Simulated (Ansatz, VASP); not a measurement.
# One calculation of Ir, two programs

```
Ir
1.0
     2.71419    0.00000    0.00000
    -1.35710    2.35056    0.00000
     0.00000    0.00000    4.40198
Ir
2
Direct
  0.33333 0.66667 0.25000
  0.66667 0.33333 0.75000
```

Change from the starting cell: volume scaled by 0.96.

Alike in both runs: task single point; functional PBE; k mesh 11 × 11 × 6; occupations fermi-dirac, width 0.05 eV; no spin polarisation.

|  | VASP | Ansatz |
| --- | --- | --- |
| version | VASP 6.6.1 | Ansatz 0.2.0 |
| potentials or method | VASP PAW PBE potentials, release 64 (Ir), cutoff 520 eV | all-electron LAPW, scalar-relativistic |

|  | VASP | Ansatz | Ansatz less VASP |
| --- | --- | --- | --- |
| gap on the k mesh at the Fermi level (eV) | none | none | - |
| pressure (GPa) | 14.6 | 13.9 | -0.71 |

A gap of «none» marks a metal or a gap that the smearing closes. Ansatz ran all-electron here, and VASP with PAW potentials.

Neither program's run includes spin-orbit coupling.
